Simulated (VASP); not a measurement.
Here is a VASP 6.6.1 calculation.

INCAR

```
SYSTEM = LiF
ALGO = Normal ; EDIFF = 1E-7
ENCUT = 520 ; GGA = PE
ISIF = 2 ; ISMEAR = 0
LASPH = .True. ; LCHARG = .True.
LELF = .True. ; LREAL = .False.
LVHAR = .True. ; LWAVE = .False.
NBANDS = 12 ; NELM = 80
PREC = Accurate ; SIGMA = 0.01
```

File KPOINTS:

```
k-points
0
Gamma
  8 8 8
  0 0 0
```

The input POSCAR:

```
LiF
1.0
    0.0000000000      2.1598620873      2.1598620873
    2.1598620873      0.0000000000      2.1598620873
    2.1598620873      2.1598620873      0.0000000000
Li F
1 1
Direct
    0.0000000000      0.0000000000      0.0000000000
    0.2500000000      0.2500000000      0.2500000000
```

Potentials or basis: VASP PAW PBE potentials, release 64 (Li_sv, F).

The run is started by

```console
$ cat potpaw_PBE.64/Li_sv/POTCAR potpaw_PBE.64/F/POTCAR > POTCAR
$ mpirun -np 1 vasp_std > vasp.out
```

Q: Estimate the band gap on the k mesh.

A: 7.80 eV, direct.

 A k mesh can miss the band edges.
